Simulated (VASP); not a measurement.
Wanted: the native input for a VASP 6.6.1 run.

```yaml
Task: single point
Functional: b88 exchange, pbe correlation
Potentials_or_basis: VASP PAW PBE potentials, release 64 (Bi_d)
Cutoff: 500 eV
k_mesh: 9 × 9 × 9
Occupations: fermi-dirac, width 0.05 eV
Spin: no spin polarisation
Dipole_correction: no
Further_INCAR_settings: ALGO = Normal; EDIFF = 1e-06; NBANDS = 14
```

The structure of Bi lies in POSCAR:

```
Bi
1.0
   -2.0075049763      2.0075049763      2.0075049763
    2.0075049763     -2.0075049763      2.0075049763
    2.0075049763      2.0075049763     -2.0075049763
Bi
1
Direct
    0.0000000000      0.0000000000      0.0000000000
```

This isn't the form of Bi at room conditions, which is rhombohedral.

The input as run:

INCAR

```
SYSTEM = Bi
PREC = Accurate
ENCUT = 500
EDIFF = 1E-6
ISMEAR = -1
SIGMA = 0.05
LREAL = .FALSE.
LASPH = .TRUE.
NELM = 120
ALGO = Normal
ISIF = 2
LWAVE = .FALSE.
LCHARG = .FALSE.
GGA = LIBXC
LIBXC1 = GGA_X_B88
LIBXC2 = GGA_C_PBE
NBANDS = 14
GGA_COMPAT = .FALSE.
```

KPOINTS

```
Automatic mesh
0
G
  9 9 9
  0 0 0
```

Potentials or basis: VASP PAW PBE potentials, release 64 (Bi_d).

Command:

```console
$ cat potpaw_PBE.64/Bi_d/POTCAR > POTCAR
$ mpirun -np 1 vasp_std > vasp.out
```

It gave:

* Pressure: -1.4 GPa
* Band gap on the k mesh: zero (an odd number of electrons rules out a gap without spin polarisation)

Caveat: the PAW data sets were made with another functional, which shifts forces and pressure a little; spin-orbit coupling is left out, which moves the levels of the heavy elements.

Wall time 26 s on 1 thread of Intel(R) Xeon(R) Platinum 8259CL CPU @ 2.50GHz (Skylake/Cascade Lake), with other jobs on the host, peak memory 0.15 GiB.
